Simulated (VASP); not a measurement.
# AlN (R-3m) in VASP: further runs

AlN is run at these levels: PBE; tasks: single point.

Program: VASP 6.6.1. These are calculated values, not measurements. Logs are shortened: lines on timing, memory, paths and dates and some standing lists are left out, and cuts for length are marked.

## Step 1: The cell of the first run

Symmetry: R-3m, No. 166, trigonal system. The conventional cell has a = 2.907 Å, b = 2.907 Å, c = 6.909 Å, α = 90.00°, β = 90.00°, γ = 120.00°. Within 2.7 Å of Al (site symmetry -3m) lie 6 N at 2.04 Å. Within 2.7 Å of N (site symmetry -3m) lie 6 Al at 2.04 Å.

## Step 2: Single point, PBE

INCAR

```
ALGO = Normal
EDIFF = 1E-6
ENCUT = 520
GGA = PE
ISIF = 2
ISMEAR = 0
LASPH = True
LCHARG = False
LREAL = False
LWAVE = False
NBANDS = 11
NELM = 100
PREC = Accurate
SIGMA = 0.05
```

KPOINTS

```
k-points
0
Gamma
  10 10 10
```

POSCAR

```
AlN
1.0
   -0.0406981976      2.0147663288      2.0147663288
    2.0147663288     -0.0406981976      2.0147663288
    2.0147663288      2.0147663288     -0.0406981976
Al N
1 1
Direct
    0.5000000000      0.5000000000      0.5000000000
    0.0000000000      0.0000000000      0.0000000000
```

Potentials or basis: VASP PAW PBE potentials, release 64 (Al, N).

Run with:

```
$ cat potpaw_PBE.64/Al/POTCAR potpaw_PBE.64/N/POTCAR > POTCAR
$ mpirun -np 1 vasp_std > vasp.out
```

OUTCAR:

```text
EDIFF = 1E-6
   ENCUT = 520
   GGA = PE
   ISIF = 2
   ISMEAR = 0
   LASPH = True
   LREAL = False
   NELM = 100
   PREC = Accurate

 ion  position               nearest neighbor table
   1  0.500  0.500  0.500-   2 2.04   2 2.04   2 2.04   2 2.04   2 2.04   2 2.04
   2  0.000  0.000  0.000-   1 2.04   1 2.04   1 2.04   1 2.04   1 2.04   1 2.04

  LATTYP: Found a trigonal (rhomboedric) cell.
 ALAT       =     2.8496005093
 COS(alpha) =     0.4797021724

  Lattice vectors:

 A1 = (  -0.0406981976,   2.0147663288,   2.0147663288)
 A2 = (   2.0147663288,  -0.0406981976,   2.0147663288)
 A3 = (   2.0147663288,   2.0147663288,  -0.0406981976)

Analysis of symmetry for initial positions (statically):
=====================================================================
 Subroutine PRICEL returns:
 Original cell was already a primitive cell.

 Routine SETGRP: Setting up the symmetry group for a
 trigonal (rhombohedral) supercell.

 Subroutine GETGRP returns: Found 12 space group operations
 (whereof 12 operations were pure point group operations)
 out of a pool of 12 trial point group operations.

The static configuration has the point symmetry D_3d.

Analysis of symmetry for dynamics (positions and initial velocities):
=====================================================================
 Subroutine PRICEL returns:
 Original cell was already a primitive cell.

 Routine SETGRP: Setting up the symmetry group for a
 trigonal (rhombohedral) supercell.

 Subroutine GETGRP returns: Found 12 space group operations
 (whereof 12 operations were pure point group operations)
 out of a pool of 12 trial point group operations.

The dynamic configuration has the point symmetry D_3d.

 Subroutine INISYM returns: Found 12 space group operations
 (whereof 12 operations are pure point group operations),
 and found     1 'primitive' translations

----------------------------------------------------------------------------------------

                                     Primitive cell

  volume of cell :      16.8526

  direct lattice vectors                    reciprocal lattice vectors
    -0.040698198  2.014766329  2.014766329    -0.240772088  0.245735944  0.245735944
     2.014766329 -0.040698198  2.014766329     0.245735944 -0.240772088  0.245735944
     2.014766329  2.014766329 -0.040698198     0.245735944  0.245735944 -0.240772088

  length of vectors
     2.849600509  2.849600509  2.849600509     0.422780683  0.422780683  0.422780683

  position of ions in fractional coordinates (direct lattice)
     0.500000000  0.500000000  0.500000000
     0.000000000  0.000000000  0.000000000

  ion indices of the primitive-cell ions
   primitive index   ion index
                 1           1
                 2           2

----------------------------------------------------------------------------------------

 KPOINTS: k-points

Automatic generation of k-mesh.
 Grid dimensions read from file:
 generate k-points for:   10   10   10

 Generating k-lattice:

  Cartesian coordinates                     Fractional coordinates (reciprocal lattice)
    -0.024077209  0.024573594  0.024573594     0.100000000  0.000000000  0.000000000
     0.024573594 -0.024077209  0.024573594     0.000000000  0.100000000  0.000000000
     0.024573594  0.024573594 -0.024077209     0.000000000  0.000000000  0.100000000

  Length of vectors
     0.042278068  0.042278068  0.042278068

  Shift w.r.t. Gamma in fractional coordinates (k-lattice)
     0.000000000  0.000000000  0.000000000

 Subroutine IBZKPT returns following result:
 ===========================================

 Found    116 irreducible k-points:

 Following reciprocal coordinates:
            Coordinates               Weight
  0.000000  0.000000  0.000000      1.000000
  0.100000  0.000000  0.000000      6.000000
  0.200000  0.000000  0.000000      6.000000
  0.300000  0.000000  0.000000      6.000000
  0.400000  0.000000  0.000000      6.000000
  0.500000  0.000000  0.000000      3.000000
[... 16 lines left out ...]
  0.300000  0.300000  0.000000      6.000000
  0.400000  0.300000  0.000000     12.000000
 [... further k-points ...]
   k-points           NKPTS =    116   k-points in BZ     NKDIM =    116   number of bands    NBANDS=     11
   number of dos      NEDOS =    301   number of ions     NIONS =      2
   total plane-waves  NPLWV =  13824
   dimension x,y,z NGX =    24 NGY =   24 NGZ =   24
   dimension x,y,z NGXF=    48 NGYF=   48 NGZF=   48
   ions per type =               1   1
   NGX,Y,Z   is equivalent  to a cutoff of  14.00, 14.00, 14.00 a.u.
   NGXF,Y,Z  is equivalent  to a cutoff of  28.00, 28.00, 28.00 a.u.
 SYSTEM =  unknown system
   PREC   = accura    normal or accurate (medium, high low for compatibility)
   ISTART =      0    job   : 0-new  1-cont  2-samecut
   ICHARG =      2    charge: 1-file 2-atom 10-const
   ISPIN  =      1    spin polarized calculation?
   LNONCOLLINEAR =      F non collinear calculations
   LSORBIT =      F    spin-orbit coupling
   LASPH  =      T    aspherical Exc in radial PAW
   ENCUT  =  520.0 eV  38.22 Ry    6.18 a.u.   5.30  5.30  5.30*2*pi/ulx,y,z
   NELM   =    100;   NELMIN=  2; NELMDL= -5     # of ELM steps
   EDIFF  = 0.1E-05   stopping-criterion for ELM
   LREAL  =      F    real-space projection
   EDIFFG = 0.1E-04   stopping-criterion for IOM
   NSW    =      0    number of steps for IOM
   IBRION =     -1    ionic relax: 0-MD 1-quasi-New 2-CG
   NFREE  =      0    steps in history (QN), initial steepest desc. (CG)
   ISIF   =      2    stress and relaxation
   ISYM   =      2    0-nonsym 1-usesym 2-fastsym
   POTIM  = 0.5000    time-step for ionic-motion
   TEBEG  =    0.0;   TEEND  =   0.0 temperature during run
   PSTRESS=    0.0 pullay stress
   NELECT =       8.0000    total number of electrons
   NUPDOWN=      -1.0000    fix difference up-down
   EMIN   =  10.00;   EMAX   =-10.00  energy-range for DOS
   EFERMI =   0.00;   METHOD = LEGACY
   ISMEAR =     0;   SIGMA  =   0.05  broadening in eV -4-tet -1-fermi 0-gaus
   EFERMI_NEDOS =   21; number of points for ismear=-14 and -15
   IALGO  =     38    algorithm
   IMIX   =      4    mixing-type and parameters
     AMIX     =   0.40;   BMIX     =  1.00
     AMIX_MAG =   1.60;   BMIX_MAG =  1.00
  volume/ion in A,a.u.               =       8.43        56.86
  Fermi-wavevector in a.u.,A,eV,Ry     =   1.277074  2.413320 22.189997  1.630919
  Thomas-Fermi vector in A             =   2.409694
   LORBIT       =      0    0 simple, 1 ext, 2 COOP (PROOUT), +10 PAW based schemes
   GGA     = PE    functional components
   LHFCALC =     F    Hartree Fock is set to
   AEXX    =    0.0000 exact exchange contribution
   IVDW    =     0    specifies the selected vdW correction
   LEPSILON=     F    determine dielectric tensor
   LRPA    =     F    only Hartree local field effects (RPA)
 non-spin polarized calculation
 Gauss-broadening in eV      SIGMA  =   0.05
  energy-cutoff  :      520.00
  volume of cell :       16.85
 maximum number of plane-waves:       477
 NGX is ok and might be reduce to    24
   NGX = 11   NGY = 11   NGZ = 11

 number of electron       8.0000000 magnetization

 Free energy of the ion-electron system (eV)
  ---------------------------------------------------
  ext. energy  EPLUGINS =         0.00000000
  ---------------------------------------------------
  free energy    TOTEN  =       -14.52683924 eV

  energy without entropy =      -14.52683924  energy(sigma->0) =      -14.52683924

 E-fermi :  10.2982     XC(G=0): -12.1943

 val. band max:        9.9786756188   @ k =   0.0000   0.0000   0.0000
 cond. band min:      14.0250094362   @ k =   0.5000   0.5000   0.0000
 fundamental gap:      4.0463338175
 Fermi energy:        10.2981901356

 k-point     1 :       0.0000    0.0000    0.0000
  band No.  band energies     occupation
      1      -7.6624      2.00000
      2       9.5814      2.00000
      3       9.5814      2.00000
      4       9.9787      2.00000
      5      15.0700      0.00000
      6      21.5112      0.00000
      7      21.5112      0.00000
      8      22.4857      0.00000
      9      26.8073      0.00000
     10      27.3729      0.00000
     11      27.3729      0.00000

 k-point     2 :       0.1000    0.0000    0.0000
  band No.  band energies     occupation
      1      -7.4640      2.00000
      2       8.5910      2.00000
      3       9.4723      2.00000
      4       9.8231      2.00000
      5      15.7296      0.00000
      6      20.7514      0.00000
      7      21.8263      0.00000
      8      22.6563      0.00000
      9      25.6437      0.00000
     10      25.8870      0.00000
     11      27.8057      0.00000

 k-point     3 :       0.2000    0.0000    0.0000
  band No.  band energies     occupation
      1      -6.8871      2.00000
      2       6.4728      2.00000
      3       9.2070      2.00000
      4       9.5244      2.00000
      5      16.4796      0.00000
      6      20.2401      0.00000
      7      22.1308      0.00000
      8      22.6176      0.00000
      9      24.8523      0.00000
     10      25.5656      0.00000
     11      27.1169      0.00000

 k-point     4 :       0.3000    0.0000    0.0000
  band No.  band energies     occupation
      1      -6.0049      2.00000
      2       4.1893      2.00000
      3       8.9125      2.00000
      4       9.1993      2.00000
      5      16.3204      0.00000
      6      21.0911      0.00000
      7      21.4517      0.00000
      8      21.8077      0.00000
      9      26.1877      0.00000
     10      26.2822      0.00000
     11      27.2010      0.00000

 k-point     5 :       0.4000    0.0000    0.0000
  band No.  band energies     occupation
      1      -5.0300      2.00000
      2       2.2859      2.00000
      3       8.6958      2.00000
      4       8.9603      2.00000
      5      15.9670      0.00000
      6      20.7823      0.00000
      7      21.1520      0.00000
      8      22.1711      0.00000
      9      25.8149      0.00000
     10      28.3106      0.00000
     11      29.3623      0.00000
[... 211 lines left out ...]
 k-point    21 :      -0.3000    0.2000   -0.0000
  band No.  band energies     occupation
      1      -4.8359      2.00000
      2       3.3807      2.00000
      3       6.0811      2.00000
      4       8.7642      2.00000
      5      18.0204      0.00000
      6      19.4509      0.00000
      7      20.9061      0.00000
      8      22.1480      0.00000
      9      26.7995      0.00000
     10      28.4290      0.00000
     11      30.3411      0.00000

 k-point    22 :      -0.2000    0.2000    0.0000
  band No.  band energies     occupation
      1      -5.7311      2.00000
      2       4.7533      2.00000
      3       6.7759      2.00000
      4       9.1834      2.00000
      5      18.3161      0.00000
      6      19.6355      0.00000
      7      20.3824      0.00000
      8      22.3317      0.00000
      9      24.9209      0.00000
     10      28.3501      0.00000
     11      30.0797      0.00000

 k-point    23 :       0.3000    0.3000    0.0000
  band No.  band energies     occupation
      1      -5.4518      2.00000
      2       4.9531      2.00000
      3       7.5408      2.00000
      4       7.9257      2.00000
      5      16.1072      0.00000
      6      16.7141      0.00000
      7      21.2008      0.00000
      8      24.9706      0.00000
      9      25.2928      0.00000
     10      30.0812      0.00000
     11      33.4270      0.00000

 k-point    24 :       0.4000    0.3000    0.0000
  band No.  band energies     occupation
      1      -4.7171      2.00000
      2       3.9210      2.00000
      3       6.8169      2.00000
      4       7.6771      2.00000
      5      15.8994      0.00000
      6      16.3950      0.00000
      7      21.6464      0.00000
      8      25.2365      0.00000
      9      25.6862      0.00000
     10      31.3724      0.00000
     11      34.1394      0.00000

 [... further k-points ...]

------------------------ aborting loop because EDIFF is reached ----------------------------------------

  FORCE on cell =-STRESS in cart. coord.  units (eV):
  Direction    XX          YY          ZZ          XY          YZ          ZX
  --------------------------------------------------------------------------------------
  -------------------------------------------------------------------------------------
  Total       -0.0070747     -0.0070747     -0.0070747      0.6248655      0.6248655      0.6248655
  in kB       -0.6725912     -0.6725912     -0.6725912     59.4061146     59.4061146     59.4061146
  external PRESSURE =      -0.6725912 kB  Pullay stress =       0.0000000 kB

 VOLUME and BASIS-vectors are now :
 -----------------------------------------------------------------------------
  energy-cutoff  :      520.00
  volume of cell :       16.85
      direct lattice vectors                 reciprocal lattice vectors
    -0.040698198  2.014766329  2.014766329    -0.240772088  0.245735944  0.245735944
     2.014766329 -0.040698198  2.014766329     0.245735944 -0.240772088  0.245735944
     2.014766329  2.014766329 -0.040698198     0.245735944  0.245735944 -0.240772088

 POSITION                                       TOTAL-FORCE (eV/Angst)
 -----------------------------------------------------------------------------------
      1.99442      1.99442      1.99442        -0.000000     -0.000000     -0.000000
      0.00000      0.00000      0.00000         0.000000      0.000000      0.000000
 -----------------------------------------------------------------------------------
    total drift:                                0.000000     -0.000000     -0.000000

  FREE ENERGIE OF THE ION-ELECTRON SYSTEM (eV)
  ---------------------------------------------------
  free  energy   TOTEN  =       -14.5268392351 eV

  energy  without entropy=      -14.5268392351  energy(sigma->0) =      -14.52683924
```

Run time: 12 s. Hardware: 1 thread of Intel Xeon Platinum 8259CL at 2.50GHz (Skylake/Cascade Lake), shared host; peak memory 0.14 GiB.

Results:

```yaml
Free_energy: -14.5268 eV
Pressure: -0.1 GPa
Band_gap_on_the_k_mesh: 4.05 eV, indirect (least direct gap 5.09 eV)
```

Levels at points of the mesh, in eV from the valence-band top:
| k point | band 1 | band 2 | band 3 | band 4 | band 5 | band 6 | band 7 | band 8 | band 9 |
| --- | --- | --- | --- | --- | --- | --- | --- | --- | --- |
| (0.00, 0.00, 0.00) | -17.64 | -0.40 | -0.40 | 0.00 | 5.09 | 11.53 | 11.53 | 12.51 | 16.83 |
| (0.50, 0.00, 0.00) | -14.51 | -8.52 | -1.36 | -1.11 | 5.85 | 10.56 | 10.94 | 12.62 | 15.72 |
| (0.50, 0.50, 0.00) | -13.50 | -7.51 | -3.22 | -2.80 | 4.05 | 5.18 | 13.49 | 16.56 | 16.82 |
| (0.50, 0.50, 0.50) | -14.30 | -8.23 | -1.51 | -1.51 | 5.35 | 10.12 | 10.12 | 13.00 | 15.31 |

A k mesh can miss the band edges. PBE gaps usually lie below the measured ones, often by a third to a half.

[end of part 1 of 2]
